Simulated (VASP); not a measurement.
Set up this calculation in VASP 6.6.1, as the native input.

| Property | Result |
| --- | --- |
| Task | single point |
| Functional | r2SCAN |
| Potentials or basis | VASP PAW PBE potentials, release 64 (Cd, Se) |
| Cutoff | 520 eV |
| k mesh | 4 × 4 × 4 |
| Occupations | gaussian, width 0.01 eV |
| Spin | no spin polarisation |
| Dipole correction | no |
| Further INCAR settings | ALGO = Normal; EDIFF = 1e-06; NBANDS = 16 |

The system is CdSe.

```
Cd Se
1.0
     0.00000    3.06780    3.06780
     3.06780    0.00000    3.06780
     3.06780    3.06780    0.00000
Cd Se
1 1
Direct
  0.00000 0.00000 0.00000
  0.75000 0.75000 0.75000
```

The input as run:

POSCAR

```
CdSe
1.0
    0.0000000000      3.0678016971      3.0678016971
    3.0678016971      0.0000000000      3.0678016971
    3.0678016971      3.0678016971      0.0000000000
Cd Se
1 1
Direct
    0.0000000000      0.0000000000      0.0000000000
    0.7500000000      0.7500000000      0.7500000000
```

INCAR.step1

```
ALGO = Normal ; EDIFF = 1E-4
ENCUT = 520 ; GGA = PE
ISMEAR = 0 ; LASPH = True
LCHARG = False ; LREAL = False
LWAVE = True ; NBANDS = 16
NELM = 60 ; PREC = Accurate
SIGMA = 0.01
```

INCAR.step2

```
ALGO = Normal ; EDIFF = 1E-6
ENCUT = 520 ; ISIF = 2
ISMEAR = 0 ; ISTART = 1
LASPH = True ; LCHARG = False
LMIXTAU = True ; LREAL = False
LWAVE = False ; METAGGA = R2SCAN
NBANDS = 16 ; NELM = 60
PREC = Accurate ; SIGMA = 0.01
```

KPOINTS

```
k-points
0
Gamma
  4 4 4
```

Potentials or basis: VASP PAW PBE potentials, release 64 (Cd, Se).

The run is started by

```bash
$ cat potpaw_PBE.64/Cd/POTCAR potpaw_PBE.64/Se/POTCAR > POTCAR
$ cp INCAR.step1 INCAR
$ mpirun -np 1 vasp_std > vasp.out
$ cp INCAR.step2 INCAR
$ mpirun -np 1 vasp_std > vasp.out
```

It gave:

```json
{
  "Pressure": "0.4 GPa",
  "Band gap on the k mesh": "1.01 eV, direct"
}
```

Caveat: the k points lie up to 0.44 Å⁻¹ apart; the PAW data sets were made with another functional, which shifts forces and pressure a little.

Wall time 42 s on 1 thread of Intel Xeon 6975P-C (shared host), peak memory 0.19 GiB.
